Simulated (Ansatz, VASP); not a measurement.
## One calculation of Sn, two programs

```xyz
2
Lattice="-2.9196 2.9196 1.5938 2.9196 -2.9196 1.5938 2.9196 2.9196 -1.5938" Properties=species:S:1:pos:R:3 pbc="T T T"
Sn    0.0000    0.0000    0.0000
Sn    0.0000    2.9196    0.7969
```

Alike in both runs: task relaxation of cell and atoms; functional PBE; k mesh 16 × 16 × 16; occupations gaussian, width 0.1 eV; no spin polarisation.

```csv
,VASP,Ansatz
version,VASP 6.6.1,Ansatz 0.2.0
potentials or method,"VASP PAW PBE potentials, release 64 (Sn_d), cutoff 600 eV","scalar-relativistic, plane waves, PAW"
valence electrons in the cell,28,28
```

|  | VASP | Ansatz | Ansatz less VASP |
| --- | --- | --- | --- |
| gap on the k mesh at the Fermi level, each at its own relaxed structure (eV) | none | none | - |
| relaxed volume (Å³/atom) | 28.40 | 28.40 | +0.008 |
| relaxed cell length with the largest relative difference (Å) | 4.501 | 4.501 | 0.0000 |

A gap of «none» marks a metal or a gap that the smearing closes.
